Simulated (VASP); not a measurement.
# ZnSe (F-43m) in VASP: a series of runs, part 2 of 2

VASP 6.6.1. Earlier steps stand in the parts before.

**4. Vibrations by perturbation theory, PBE**

This run uses another cell than the first one, of 19.57 Å³/atom, 1.158 times its volume.

INCAR reads:

```
SYSTEM = ZnSe
  PREC = Accurate
  ENCUT = 520
  EDIFF = 1E-8
  ISMEAR = 0
  SIGMA = 0.01
  LREAL = .False.
  LASPH = .True.
  NELM = 80
  ALGO = Normal
  ISIF = 2
  LWAVE = .False.
  LCHARG = .False.
  GGA = PE
  IBRION = 8
  NSW = 1
  LEPSILON = .True.
```

KPOINTS reads:

```
Automatic mesh
0
Gamma
  10 10 10
  0 0 0
```

POSCAR reads:

```
ZnSe
1.0
    0.0000000000      2.6946438680      2.6946438680
    2.6946438680      0.0000000000      2.6946438680
    2.6946438680      2.6946438680      0.0000000000
Zn Se
1 1
Direct
    0.0000000000      0.0000000000      0.0000000000
    0.7500000000      0.7500000000      0.7500000000
```

Potentials or basis: VASP PAW PBE potentials, release 64 (Zn, Se).

Run with:

```console
cat potpaw_PBE.64/Zn/POTCAR potpaw_PBE.64/Se/POTCAR > POTCAR
mpirun -np 1 vasp_std > vasp.out
```

OUTCAR:

```text
SYSTEM = ZnSe
   PREC = Accurate
   ENCUT = 520
   EDIFF = 1E-8
   ISMEAR = 0
   LREAL = .False.
   LASPH = .True.
   NELM = 80
   ISIF = 2
   GGA = PE
   IBRION = 8
   NSW = 1
   LEPSILON = .True.

 ion  position               nearest neighbor table
   1  0.000  0.000  0.000-   2 2.33   2 2.33   2 2.33   2 2.33
   2  0.750  0.750  0.750-   1 2.33   1 2.33   1 2.33   1 2.33

  LATTYP: Found a face centered cubic cell.
[... 713 lines left out ...]
      4.041966  4.041966  4.041966     0.672613    0.000000    0.000000
[... 21 lines left out ...]
   6 f/i=    0.004699 THz     0.029525 2PiTHz    0.156746 cm-1     0.019434 meV
             X         Y         Z           dx          dy          dz
      0.000000  0.000000  0.000000     0.000000   -0.206885   -0.640006
      4.041966  4.041966  4.041966     0.000000   -0.227610   -0.704120

--------------------------------------------------------------------------------------------------------

 MACROSCOPIC STATIC DIELECTRIC TENSOR IONIC CONTRIBUTION
 ------------------------------------------------------
           1.659115     0.000000     0.000000
           0.000000     1.659115    -0.000000
           0.000000    -0.000000     1.659115
 ------------------------------------------------------

 ELASTIC MODULI CONTR FROM IONIC RELAXATION (kBar)
 Direction    XX          YY          ZZ          XY          YZ          ZX
 --------------------------------------------------------------------------------
 XX          -0.0000      0.0000      0.0000     -0.0000      0.0000      0.0000
 YY           0.0000     -0.0000      0.0000     -0.0000     -0.0000     -0.0000
 ZZ           0.0000      0.0000     -0.0000      0.0000     -0.0000      0.0000
 XY          -0.0000     -0.0000      0.0000   -641.6035      0.0000      0.0000
 YZ           0.0000     -0.0000     -0.0000      0.0000   -641.6035      0.0000
 ZX           0.0000     -0.0000      0.0000      0.0000      0.0000   -641.6035
 --------------------------------------------------------------------------------

 PIEZOELECTRIC TENSOR IONIC CONTR  for field in x, y, z        (C/m^2)
          XX          YY          ZZ          XY          YZ          ZX
  --------------------------------------------------------------------------------
  x     0.00000    -0.00000    -0.00000    -0.00000    -0.97083     0.00000
  y     0.00000    -0.00000     0.00000     0.00000    -0.00000    -0.97083
  z    -0.00000    -0.00000     0.00000    -0.97083    -0.00000    -0.00000
```

It took 4.7 min on 1 thread of Intel Xeon 6975P-C (Granite Rapids), shared host; peak memory 0.35 GiB.

What came out:

| Item | Value |
| --- | --- |
| Electronic dielectric tensor (diagonal) | 7.08 |
| Born charges (mean of the diagonal) | Zn +1.82; Se -1.82 e |
| Highest phonon frequency at Γ, LO-TO splitting left out | 266 cm⁻¹ |

Phonon frequencies in cm⁻¹ (negative: imaginary):
```csv
q point,frequencies
"(0.000, 0.000, 0.000)",0 0 0 266 266 266
```

Electronic dielectric tensor:
```
7.08 0.00 0.00
0.00 7.08 0.00
0.00 0.00 7.08
```

Born effective charge tensors (e):
atom 1, Zn
```
1.82 0.00 0.00
0.00 1.82 0.00
0.00 0.00 1.82
```
atom 2, Se
```
-1.82  0.00  0.00
 0.00 -1.82  0.00
 0.00  0.00 -1.82
```

Caveat: the cell wasn't relaxed at this level first, which shifts response properties.

**5. Vibrations by perturbation theory, PBE**

This run uses another cell than the first one, of 23.99 Å³/atom, 1.420 times its volume.

INCAR reads:

```
SYSTEM = ZnSe
  ALGO = Normal
  EDIFF = 1E-8
  ENCUT = 520
  GGA = PE
  IBRION = 8
  ISIF = 2
  ISMEAR = 0
  LASPH = .True.
  LCHARG = .True.
  LEPSILON = .True.
  LREAL = .False.
  LWAVE = .False.
  NELM = 80
  NSW = 1
  PREC = Accurate
  SIGMA = 0.01
```

KPOINTS reads:

```
k-points
0
Gamma
  8 8 8
  0 0 0
```

POSCAR reads:

```
ZnSe
1.0
    0.0000000000      2.8839066275      2.8839066275
    2.8839066275      0.0000000000      2.8839066275
    2.8839066275      2.8839066275      0.0000000000
Zn Se
1 1
Direct
    0.0000000000      0.0000000000      0.0000000000
    0.7500000000      0.7500000000      0.7500000000
```

Potentials or basis: VASP PAW PBE potentials, release 64 (Zn, Se).

Run with:

```console
cat potpaw_PBE.64/Zn/POTCAR potpaw_PBE.64/Se/POTCAR > POTCAR
mpirun -np 1 vasp_std > vasp.out
```

OUTCAR:

```text
SYSTEM = ZnSe
   EDIFF = 1E-8
   ENCUT = 520
   GGA = PE
   IBRION = 8
   ISIF = 2
   ISMEAR = 0
   LASPH = .True.
   LEPSILON = .True.
   LREAL = .False.
   NELM = 80
   NSW = 1
   PREC = Accurate

 ion  position               nearest neighbor table
   1  0.000  0.000  0.000-   2 2.50   2 2.50   2 2.50   2 2.50
   2  0.750  0.750  0.750-   1 2.50   1 2.50   1 2.50   1 2.50
[... 714 lines left out ...]
      0.000000  0.000000  0.000000     0.000000    0.740551    0.000000
      4.325860  4.325860  4.325860     0.000000   -0.672001    0.000000
[... 21 lines left out ...]
   6 f/i=    0.008086 THz     0.050803 2PiTHz    0.269705 cm-1     0.033439 meV
             X         Y         Z           dx          dy          dz
      0.000000  0.000000  0.000000     0.000000    0.000000   -0.672001
      4.325860  4.325860  4.325860     0.000000    0.000000   -0.740551

--------------------------------------------------------------------------------------------------------

 MACROSCOPIC STATIC DIELECTRIC TENSOR IONIC CONTRIBUTION
 ------------------------------------------------------
           3.748279     0.000000     0.000000
           0.000000     3.748279     0.000000
           0.000000     0.000000     3.748279
 ------------------------------------------------------

 ELASTIC MODULI CONTR FROM IONIC RELAXATION (kBar)
 Direction    XX          YY          ZZ          XY          YZ          ZX
 --------------------------------------------------------------------------------
 XX          -0.0000      0.0000      0.0000      0.0000     -0.0000     -0.0000
 YY           0.0000     -0.0000      0.0000      0.0000      0.0000      0.0000
 ZZ           0.0000      0.0000     -0.0000     -0.0000      0.0000     -0.0000
 XY           0.0000      0.0000     -0.0000   -109.0995      0.0000      0.0000
 YZ          -0.0000      0.0000      0.0000      0.0000   -109.0995      0.0000
 ZX          -0.0000      0.0000     -0.0000      0.0000      0.0000   -109.0995
 --------------------------------------------------------------------------------

 PIEZOELECTRIC TENSOR IONIC CONTR  for field in x, y, z        (C/m^2)
          XX          YY          ZZ          XY          YZ          ZX
  --------------------------------------------------------------------------------
  x    -0.00000     0.00000     0.00000    -0.00000    -0.60173    -0.00000
  y    -0.00000     0.00000    -0.00000    -0.00000    -0.00000    -0.60173
  z     0.00000     0.00000    -0.00000    -0.60173     0.00000     0.00000
```

Run time: 5 min. Hardware: 1 thread of Intel Xeon Platinum 8488C (Sapphire Rapids), shared host; peak memory 0.31 GiB.

Results:

| Property | Result |
| --- | --- |
| Electronic dielectric tensor (diagonal) | 8.25 |
| Born charges (mean of the diagonal) | Zn +2.17; Se -2.17 e |
| Highest phonon frequency at Γ, LO-TO splitting left out | 190 cm⁻¹ |

Phonon frequencies in cm⁻¹ (negative: imaginary):
| q point | frequencies |
| --- | --- |
| (0.000, 0.000, 0.000) | 0 0 0 190 190 190 |

Electronic dielectric tensor:
```
8.25 0.00 0.00
0.00 8.25 0.00
0.00 0.00 8.25
```

Born effective charge tensors (e):
atom 1, Zn
```
2.17 0.00 0.00
0.00 2.17 0.00
0.00 0.00 2.17
```
atom 2, Se
```
-2.17  0.00  0.00
 0.00 -2.17  0.00
 0.00  0.00 -2.17
```

**6. Vibrations by perturbation theory, PBE**

This run uses another cell than the first one, of 21.34 Å³/atom, 1.263 times its volume.

INCAR reads:

```
SYSTEM = ZnSe
PREC     = Accurate       ! precision mode
ENCUT    = 520            ! plane-wave cutoff, eV
EDIFF    = 1E-8           ! SCF threshold, eV
ISMEAR   = 0              ! smearing method
SIGMA    = 0.01           ! smearing width, eV
LREAL    = .FALSE.        ! projectors in reciprocal space
LASPH    = .TRUE.         ! aspherical terms in the spheres
NELM     = 100            ! most SCF steps
ALGO     = Normal         ! electronic algorithm
ISIF     = 2              ! what is computed and relaxed
LWAVE    = .FALSE.        ! write WAVECAR
LCHARG   = .FALSE.        ! write CHGCAR
GGA      = PE             ! functional
IBRION   = 8              ! ionic algorithm
NSW      = 1              ! ionic steps
LEPSILON = .TRUE.         ! dielectric tensor by DFPT
```

KPOINTS reads:

```
Automatic mesh
0
G
  8 8 8
  0 0 0
```

POSCAR reads:

```
ZnSe
1.0
    0.0000000000      2.7737113644      2.7737113644
    2.7737113644      0.0000000000      2.7737113644
    2.7737113644      2.7737113644      0.0000000000
Zn Se
1 1
Direct
    0.0000000000      0.0000000000      0.0000000000
    0.7500000000      0.7500000000      0.7500000000
```

Potentials or basis: VASP PAW PBE potentials, release 64 (Zn, Se).

Run with:

```console
cat potpaw_PBE.64/Zn/POTCAR potpaw_PBE.64/Se/POTCAR > POTCAR
mpirun -np 1 vasp_std > vasp.out
```

OUTCAR:

```text
SYSTEM = ZnSe
   PREC = Accurate
   ENCUT = 520
   EDIFF = 1E-8
   ISMEAR = 0
   LREAL = .FALSE.
   LASPH = .TRUE.
   NELM = 100
   ISIF = 2
   GGA = PE
   IBRION = 8
   NSW = 1
   LEPSILON = .TRUE.

 ion  position               nearest neighbor table
   1  0.000  0.000  0.000-   2 2.40   2 2.40   2 2.40   2 2.40
   2  0.750  0.750  0.750-   1 2.40   1 2.40   1 2.40   1 2.40

  LATTYP: Found a face centered cubic cell.
[... 714 lines left out ...]
      4.160567  4.160567  4.160567     0.000000   -0.674004    0.000000
[... 21 lines left out ...]
   6 f/i=    0.008946 THz     0.056210 2PiTHz    0.298412 cm-1     0.036998 meV
             X         Y         Z           dx          dy          dz
      0.000000  0.000000  0.000000     0.000000    0.000000   -0.674004
      4.160567  4.160567  4.160567     0.000000    0.000000   -0.738728

--------------------------------------------------------------------------------------------------------

 MACROSCOPIC STATIC DIELECTRIC TENSOR IONIC CONTRIBUTION
 ------------------------------------------------------
           2.371763     0.000000     0.000000
           0.000000     2.371763    -0.000000
           0.000000    -0.000000     2.371763
 ------------------------------------------------------

 ELASTIC MODULI CONTR FROM IONIC RELAXATION (kBar)
 Direction    XX          YY          ZZ          XY          YZ          ZX
 --------------------------------------------------------------------------------
 XX          -0.0000      0.0000      0.0000      0.0000     -0.0000     -0.0000
 YY           0.0000     -0.0000      0.0000      0.0000     -0.0000      0.0000
 ZZ           0.0000      0.0000     -0.0000     -0.0000      0.0000      0.0000
 XY           0.0000      0.0000     -0.0000   -351.4111      0.0000      0.0000
 YZ          -0.0000     -0.0000      0.0000      0.0000   -351.4111      0.0000
 ZX          -0.0000      0.0000      0.0000      0.0000      0.0000   -351.4111
 --------------------------------------------------------------------------------

 PIEZOELECTRIC TENSOR IONIC CONTR  for field in x, y, z        (C/m^2)
          XX          YY          ZZ          XY          YZ          ZX
  --------------------------------------------------------------------------------
  x    -0.00000    -0.00000     0.00000     0.00000    -0.85904     0.00000
  y    -0.00000     0.00000     0.00000    -0.00000    -0.00000    -0.85904
  z     0.00000     0.00000    -0.00000    -0.85904    -0.00000     0.00000
```

OSZICAR:

```text
N       E                     dE             d eps       ncg     rms          rms(c)
DAV:   1     0.875046797032E+02    0.87505E+02   -0.92797E+03   754   0.162E+03
DAV:   2    -0.429667977859E+00   -0.87934E+02   -0.83630E+02   799   0.278E+02
DAV:   3    -0.617027540446E+01   -0.57406E+01   -0.57139E+01   954   0.705E+01
DAV:   4    -0.622655089409E+01   -0.56275E-01   -0.56263E-01   799   0.747E+00
[... 178 lines left out ...]
RMM:   8    -0.823058322088E-01   -0.28700E-05   -0.13063E-08  4458   0.350E-04    0.489E-05
RMM:   9    -0.823057980257E-01    0.34183E-07    0.24788E-09  4203   0.144E-04    0.107E-05
RMM:  10    -0.823057117951E-01    0.86231E-07    0.55788E-09  4382   0.295E-05    0.431E-06
RMM:  11    -0.823057232242E-01   -0.11429E-07    0.13295E-09  3978   0.122E-05    0.279E-06
RMM:  12    -0.823057298166E-01   -0.65924E-08    0.13991E-09  3288   0.421E-06    0.243E-07
 Linear response finished
```

stdout:

```text
POSCAR found type information on POSCAR ZnSe
 POSCAR found :  2 types and       2 ions
 scaLAPACK will be used
 LDA part: xc-table for (Slater+PW92), standard interpolation
 POSCAR, INCAR and KPOINTS ok, starting setup
 FFT: planning ... GRIDC
 FFT: planning ... GRID_SOFT
 FFT: planning ... GRID
 WAVECAR not read
 entering main loop
[... 24 lines left out ...]
 dielectric tensor                  component  3 :     1.314     1.216     7.456
 Linear response DOF=           2
 Linear response progress:
 first order change of Fermi-energy  -0.34993E+00
 force on displaced ion       1 direction 1 :  -7.016  -0.000  -0.000
 Born effective charge ion    1 direction 1 :   1.962   0.000   0.000
 Linear response progress:
 first order change of Fermi-energy   0.35023E+00
 force on displaced ion       2 direction 1 :  -7.052  -0.000  -0.000
 Born effective charge ion    2 direction 1 :  -2.004   0.000   0.000
 Born effective charges drift removed
 Linear response finished
```

Run time: 4.7 min. Hardware: 1 thread of AMD EPYC 9R45 (Zen 5), shared host; peak memory 0.27 GiB.

What came out:

```
Electronic dielectric tensor (diagonal)                 : 7.46
Born charges (mean of the diagonal)                     : Zn +1.98; Se -1.98 e
Highest phonon frequency at Γ, LO-TO splitting left out : 231 cm⁻¹
```

Phonon frequencies in cm⁻¹ (negative: imaginary):
```
              q point        frequencies
(0.000, 0.000, 0.000)  0 0 0 231 231 231
```

Electronic dielectric tensor:
```
7.46 0.00 0.00
0.00 7.46 0.00
0.00 0.00 7.46
```

Born effective charge tensors (e):
atom 1, Zn
```
1.98 0.00 0.00
0.00 1.98 0.00
0.00 0.00 1.98
```
atom 2, Se
```
-1.98  0.00  0.00
 0.00 -1.98  0.00
 0.00  0.00 -1.98
```

Caveat: the cell wasn't relaxed at this level first, which shifts response properties.
